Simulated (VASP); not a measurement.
# InP (F-43m) in VASP: single point with PBE

Aim: the single point of InP with PBE.

Everything below comes from runs of VASP 6.6.1. Logs are shortened: lines on timing, memory, paths and dates and some standing lists are left out, and cuts for length are marked.

### Step 1. The cell of the first run

Symmetry: F-43m, No. 216, cubic system. The conventional cell has a = 5.904 Å, b = 5.904 Å, c = 5.904 Å, α = 90.00°, β = 90.00°, γ = 90.00°. In (site symmetry -43m) has 4 P at 2.56 Å within 3.4 Å. P (site symmetry -43m) has 4 In at 2.56 Å within 3.4 Å.

### Step 2. Single point, PBE

The input, INCAR:

```
SYSTEM = InP
PREC = Accurate
ENCUT = 520
EDIFF = 1E-6
ISMEAR = 0
SIGMA = 0.01
LREAL = .False.
LASPH = .True.
NELM = 100
ALGO = Normal
ISIF = 2
LWAVE = .False.
LCHARG = .False.
GGA = PE
NBANDS = 16
```

The input, KPOINTS:

```
Automatic mesh
0
Gamma
  7 7 7
  0 0 0
```

The input, POSCAR:

```
InP
1.0
    0.0000000000      2.9519760000      2.9519760000
    2.9519760000      0.0000000000      2.9519760000
    2.9519760000      2.9519760000      0.0000000000
In P
1 1
Direct
    0.0000000000      0.0000000000      0.0000000000
    0.2500000000      0.2500000000      0.2500000000
```

Potentials or basis: VASP PAW PBE potentials, release 64 (In_d, P).

Command:

```
$ cat potpaw_PBE.64/In_d/POTCAR potpaw_PBE.64/P/POTCAR > POTCAR
$ mpirun -np 1 vasp_std > vasp.out
```

OUTCAR:

```text
SYSTEM = InP
   PREC = Accurate
   ENCUT = 520
   EDIFF = 1E-6
   ISMEAR = 0
   LREAL = .False.
   LASPH = .True.
   NELM = 100
   ISIF = 2
   GGA = PE

 ion  position               nearest neighbor table
   1  0.000  0.000  0.000-   2 2.56   2 2.56   2 2.56   2 2.56
   2  0.250  0.250  0.250-   1 2.56   1 2.56   1 2.56   1 2.56

  LATTYP: Found a face centered cubic cell.
 ALAT       =     5.9039520000

  Lattice vectors:

 A1 = (   0.0000000000,   2.9519760000,   2.9519760000)
 A2 = (   2.9519760000,   0.0000000000,   2.9519760000)
 A3 = (   2.9519760000,   2.9519760000,   0.0000000000)

Analysis of symmetry for initial positions (statically):
=====================================================================
 Subroutine PRICEL returns:
 Original cell was already a primitive cell.

 Routine SETGRP: Setting up the symmetry group for a
 face centered cubic supercell.

 Subroutine GETGRP returns: Found 24 space group operations
 (whereof 24 operations were pure point group operations)
 out of a pool of 48 trial point group operations.

The static configuration has the point symmetry T_d .

Analysis of symmetry for dynamics (positions and initial velocities):
=====================================================================
 Subroutine PRICEL returns:
 Original cell was already a primitive cell.

 Routine SETGRP: Setting up the symmetry group for a
 face centered cubic supercell.

 Subroutine GETGRP returns: Found 24 space group operations
 (whereof 24 operations were pure point group operations)
 out of a pool of 48 trial point group operations.

The dynamic configuration has the point symmetry T_d .

 Subroutine INISYM returns: Found 24 space group operations
 (whereof 24 operations are pure point group operations),
 and found     1 'primitive' translations

----------------------------------------------------------------------------------------

                                     Primitive cell

  volume of cell :      51.4480

  direct lattice vectors                    reciprocal lattice vectors
     0.000000000  2.951976000  2.951976000    -0.169378071  0.169378071  0.169378071
     2.951976000  0.000000000  2.951976000     0.169378071 -0.169378071  0.169378071
     2.951976000  2.951976000  0.000000000     0.169378071  0.169378071 -0.169378071

  length of vectors
     4.174724495  4.174724495  4.174724495     0.293371424  0.293371424  0.293371424

  position of ions in fractional coordinates (direct lattice)
     0.000000000  0.000000000  0.000000000
     0.250000000  0.250000000  0.250000000

  ion indices of the primitive-cell ions
   primitive index   ion index
                 1           1
                 2           2

----------------------------------------------------------------------------------------

 KPOINTS: Automatic mesh

Automatic generation of k-mesh.
 Grid dimensions read from file:
 generate k-points for:    7    7    7

 Generating k-lattice:

  Cartesian coordinates                     Fractional coordinates (reciprocal lattice)
    -0.024196867  0.024196867  0.024196867     0.142857143  0.000000000  0.000000000
     0.024196867 -0.024196867  0.024196867     0.000000000  0.142857143  0.000000000
     0.024196867  0.024196867 -0.024196867     0.000000000  0.000000000  0.142857143

  Length of vectors
     0.041910203  0.041910203  0.041910203

  Shift w.r.t. Gamma in fractional coordinates (k-lattice)
     0.000000000  0.000000000  0.000000000

 Subroutine IBZKPT returns following result:
 ===========================================

 Found     20 irreducible k-points:

 Following reciprocal coordinates:
            Coordinates               Weight
  0.000000  0.000000  0.000000      1.000000
  0.142857  0.000000  0.000000      8.000000
  0.285714  0.000000  0.000000      8.000000
  0.428571  0.000000  0.000000      8.000000
  0.142857  0.142857  0.000000      6.000000
  0.285714  0.142857  0.000000     24.000000
[... 12 lines left out ...]
 -0.428571  0.428571  0.142857     24.000000
 -0.285714  0.428571  0.142857     24.000000
   k-points           NKPTS =     20   k-points in BZ     NKDIM =     20   number of bands    NBANDS=     16
   number of dos      NEDOS =    301   number of ions     NIONS =      2
   total plane-waves  NPLWV =  32768
   dimension x,y,z NGX =    32 NGY =   32 NGZ =   32
   dimension x,y,z NGXF=    64 NGYF=   64 NGZF=   64
   ions per type =               1   1
   NGX,Y,Z   is equivalent  to a cutoff of  12.74, 12.74, 12.74 a.u.
   NGXF,Y,Z  is equivalent  to a cutoff of  25.49, 25.49, 25.49 a.u.
 SYSTEM =  InP
   PREC   = accura    normal or accurate (medium, high low for compatibility)
   ISTART =      0    job   : 0-new  1-cont  2-samecut
   ICHARG =      2    charge: 1-file 2-atom 10-const
   ISPIN  =      1    spin polarized calculation?
   LNONCOLLINEAR =      F non collinear calculations
   LSORBIT =      F    spin-orbit coupling
   LASPH  =      T    aspherical Exc in radial PAW
   ENCUT  =  520.0 eV  38.22 Ry    6.18 a.u.   7.76  7.76  7.76*2*pi/ulx,y,z
   NELM   =    100;   NELMIN=  2; NELMDL= -5     # of ELM steps
   EDIFF  = 0.1E-05   stopping-criterion for ELM
   LREAL  =      F    real-space projection
   EDIFFG = 0.1E-04   stopping-criterion for IOM
   NSW    =      0    number of steps for IOM
   IBRION =     -1    ionic relax: 0-MD 1-quasi-New 2-CG
   NFREE  =      0    steps in history (QN), initial steepest desc. (CG)
   ISIF   =      2    stress and relaxation
   ISYM   =      2    0-nonsym 1-usesym 2-fastsym
   POTIM  = 0.5000    time-step for ionic-motion
   TEBEG  =    0.0;   TEEND  =   0.0 temperature during run
   PSTRESS=    0.0 pullay stress
   NELECT =      18.0000    total number of electrons
   NUPDOWN=      -1.0000    fix difference up-down
   EMIN   =  10.00;   EMAX   =-10.00  energy-range for DOS
   EFERMI =   0.00;   METHOD = LEGACY
   ISMEAR =     0;   SIGMA  =   0.01  broadening in eV -4-tet -1-fermi 0-gaus
   EFERMI_NEDOS =   21; number of points for ismear=-14 and -15
   IALGO  =     38    algorithm
   IMIX   =      4    mixing-type and parameters
     AMIX     =   0.40;   BMIX     =  1.00
     AMIX_MAG =   1.60;   BMIX_MAG =  1.00
  volume/ion in A,a.u.               =      25.72       173.59
  Fermi-wavevector in a.u.,A,eV,Ry     =   1.153567  2.179926 18.105503  1.330717
  Thomas-Fermi vector in A             =   2.290210
   LORBIT       =      0    0 simple, 1 ext, 2 COOP (PROOUT), +10 PAW based schemes
   GGA     = PE    functional components
   LHFCALC =     F    Hartree Fock is set to
   AEXX    =    0.0000 exact exchange contribution
   IVDW    =     0    specifies the selected vdW correction
   LEPSILON=     F    determine dielectric tensor
   LRPA    =     F    only Hartree local field effects (RPA)
 non-spin polarized calculation
 Gauss-broadening in eV      SIGMA  =   0.01
  energy-cutoff  :      520.00
  volume of cell :       51.45
 maximum number of plane-waves:      1411
   NGX = 15   NGY = 15   NGZ = 15

 number of electron      18.0000009 magnetization

 Free energy of the ion-electron system (eV)
  ---------------------------------------------------
  ext. energy  EPLUGINS =         0.00000000
  ---------------------------------------------------
  free energy    TOTEN  =        -8.39545404 eV

  energy without entropy =       -8.39545404  energy(sigma->0) =       -8.39545404

 E-fermi :   4.9948     XC(G=0):  -9.1855

 val. band max:        4.9538143721   @ k =   0.0000   0.0000   0.0000
 cond. band min:       5.5455377831   @ k =   0.0000   0.0000   0.0000
 fundamental gap:      0.5917234110
 Fermi energy:         4.9948327980

 k-point     1 :       0.0000    0.0000    0.0000
  band No.  band energies     occupation
      1      -9.1925      2.00000
      2      -9.1925      2.00000
      3      -9.1925      2.00000
      4      -9.0512      2.00000
      5      -9.0512      2.00000
      6      -6.4158      2.00000
[... 8 lines left out ...]
     15      14.3674      0.00000
     16      14.3674      0.00000

 k-point     2 :       0.1429    0.0000    0.0000
  band No.  band energies     occupation
      1      -9.2144      2.00000
      2      -9.1836      2.00000
      3      -9.1836      2.00000
      4      -9.0510      2.00000
      5      -9.0510      2.00000
      6      -6.1920      2.00000
[... 8 lines left out ...]
     15      13.6517      0.00000
     16      14.3174      0.00000

 k-point     3 :       0.2857    0.0000    0.0000
  band No.  band energies     occupation
      1      -9.2611      2.00000
      2      -9.1669      2.00000
      3      -9.1669      2.00000
      4      -9.0472      2.00000
      5      -9.0472      2.00000
      6      -5.5849      2.00000
[... 8 lines left out ...]
     15      13.6734      0.00000
     16      13.9024      0.00000

 k-point     4 :       0.4286    0.0000    0.0000
  band No.  band energies     occupation
      1      -9.2963      2.00000
      2      -9.1574      2.00000
      3      -9.1574      2.00000
      4      -9.0400      2.00000
      5      -9.0400      2.00000
      6      -4.8948      2.00000
[... 8 lines left out ...]
     15      15.0304      0.00000
     16      15.0304      0.00000
[... 248 lines left out ...]
 k-point    18 :      -0.4286    0.2857    0.1429
  band No.  band energies     occupation
      1      -9.3163      2.00000
      2      -9.1451      2.00000
      3      -9.1241      2.00000
      4      -9.0616      2.00000
      5      -9.0377      2.00000
      6      -4.4908      2.00000
[... 8 lines left out ...]
     15      15.4176      0.00000
     16      16.5949      0.00000

 k-point    19 :      -0.4286    0.4286    0.1429
  band No.  band energies     occupation
      1      -9.3405      2.00000
      2      -9.1238      2.00000
      3      -9.1059      2.00000
      4      -9.0794      2.00000
      5      -9.0286      2.00000
      6      -4.2524      2.00000
[... 8 lines left out ...]
     15      16.1516      0.00000
     16      16.7397      0.00000

 k-point    20 :      -0.2857    0.4286    0.1429
  band No.  band energies     occupation
      1      -9.3310      2.00000
      2      -9.1364      2.00000
      3      -9.1068      2.00000
      4      -9.0693      2.00000
      5      -9.0371      2.00000
      6      -4.1317      2.00000
[... 8 lines left out ...]
     15      15.4438      0.00000
     16      17.3339      0.00000

------------------------ aborting loop because EDIFF is reached ----------------------------------------

  FORCE on cell =-STRESS in cart. coord.  units (eV):
  Direction    XX          YY          ZZ          XY          YZ          ZX
  --------------------------------------------------------------------------------------
  -------------------------------------------------------------------------------------
  Total        0.5504644      0.5504644      0.5504644      0.0000000      0.0000000      0.0000000
  in kB       17.1423909     17.1423909     17.1423909      0.0000000      0.0000000      0.0000000
  external PRESSURE =      17.1423909 kB  Pullay stress =       0.0000000 kB

 VOLUME and BASIS-vectors are now :
 -----------------------------------------------------------------------------
  energy-cutoff  :      520.00
  volume of cell :       51.45
      direct lattice vectors                 reciprocal lattice vectors
     0.000000000  2.951976000  2.951976000    -0.169378071  0.169378071  0.169378071
     2.951976000  0.000000000  2.951976000     0.169378071 -0.169378071  0.169378071
     2.951976000  2.951976000  0.000000000     0.169378071  0.169378071 -0.169378071

 POSITION                                       TOTAL-FORCE (eV/Angst)
 -----------------------------------------------------------------------------------
      0.00000      0.00000      0.00000         0.000000      0.000000     -0.000000
      1.47599      1.47599      1.47599        -0.000000     -0.000000      0.000000
 -----------------------------------------------------------------------------------
    total drift:                               -0.000000     -0.000000     -0.000000

  FREE ENERGIE OF THE ION-ELECTRON SYSTEM (eV)
  ---------------------------------------------------
  free  energy   TOTEN  =        -8.3954540381 eV

  energy  without entropy=       -8.3954540381  energy(sigma->0) =       -8.39545404
```

Wall time 9.5 s (1 thread of Intel Xeon Platinum 8488C (Sapphire Rapids), shared host); peak memory 0.18 GiB.

What came out:

| Property | Result |
| --- | --- |
| Free energy | -8.3955 eV |
| Pressure | 1.7 GPa |
| Band gap on the k mesh | 0.59 eV, direct |

Caveat: spin-orbit coupling is left out, which moves the levels of the heavy elements. PBE gaps usually lie below the measured ones, often by a third to a half.
